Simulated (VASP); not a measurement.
Here is a VASP 6.6.1 calculation.

POSCAR

```
HfO2
1.0
    0.0000000000      2.4224508255      2.5291823194
    2.4224508255      0.0000000000      2.5291823194
    2.4224508255      2.4224508255      0.0000000000
Hf O
1 2
Direct
    0.0000000000      0.0000000000      0.0000000000
    0.2500000000      0.2500000000      0.2500000000
    0.7500000000      0.7500000000      0.7500000000
```

File INCAR.step1:

```
PREC = Accurate
ENCUT = 520
ISMEAR = 0
SIGMA = 0.01
LREAL = F
LASPH = T
NELM = 100
NBANDS = 18
GGA = PE
ALGO = Normal
EDIFF = 1E-4
LWAVE = T
LCHARG = F
```

INCAR.step2

```
PREC = Accurate
ENCUT = 520
EDIFF = 1E-7
ISMEAR = 0
SIGMA = 0.01
LREAL = F
LASPH = T
NELM = 100
ALGO = Normal
ISIF = 2
LWAVE = F
LCHARG = T
METAGGA = R2SCAN
LMIXTAU = T
LELF = T
LVHAR = T
NBANDS = 18
ISTART = 1
```

Contents of KPOINTS:

```
regular mesh
0
Gamma
  8 8 8
```

Potentials or basis: VASP PAW PBE potentials, release 64 (Hf_pv, O).

Launch:

```console
$ cat potpaw_PBE.64/Hf_pv/POTCAR potpaw_PBE.64/O/POTCAR > POTCAR
$ cp INCAR.step1 INCAR
$ mpirun -np 1 vasp_std > vasp.out
$ cp INCAR.step2 INCAR
$ mpirun -np 1 vasp_std > vasp.out
```

(1) What does it give for the band gap on the k mesh?

(2) What does it give for the pressure?

## Answers

(1) 4.08 eV, indirect (least direct gap 4.28 eV).

(2) 23.2 GPa.

Caveat: the cell differs from its parent crystal (biaxial xy strain -4.2%); the PAW data sets were made with another functional, which shifts forces and pressure a little; spin-orbit coupling is left out, which moves the levels of the heavy elements.
